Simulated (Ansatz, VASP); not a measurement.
# One calculation of YLu2F3, two programs

```
Y Lu F
1.0
     5.27786    0.00000    0.00000
    -2.63893    4.57076    0.00000
     0.00000    0.00000    5.09092
Y Lu F
1 2 3
Direct
  0.00000 0.00000 0.00000
  0.66667 0.33333 0.00000
  0.66667 0.33333 0.50000
  0.82842 0.17158 0.00000
  0.82842 0.65684 0.00000
  0.34316 0.17158 0.00000
```

Alike in both runs: task relaxation of cell and atoms; functional PBE; k mesh 6 × 6 × 4; occupations gaussian, width 0.1 eV; no spin polarisation.

|  | VASP | Ansatz |
| --- | --- | --- |
| version | VASP 6.6.1 | Ansatz 0.2.0 |
| potentials or method | VASP PAW PBE potentials, release 64 (Y_sv, Lu, F), cutoff 600 eV | scalar-relativistic, plane waves, PAW |
| valence electrons in the cell | 82 | 82 |

|  | VASP | Ansatz | Ansatz less VASP |
| --- | --- | --- | --- |
| gap on the k mesh at the Fermi level, each at its own relaxed structure (eV) | none | none | - |
| relaxed volume (Å³/atom) | 44.13 | 54.50 | +10.368 |
| relaxed length of the cell vector where the two differ most in proportion (Å) | 6.273 | 7.040 | +0.7671 |

A gap of «none» marks a metal or a gap that the smearing closes. One of these differences is far larger than is usual between the two programs; its cause wasn't traced.

Spin-orbit coupling is off throughout. Noted on VASP's run: the volume moved by over 15 % at a fixed basis, so the end points are rough.
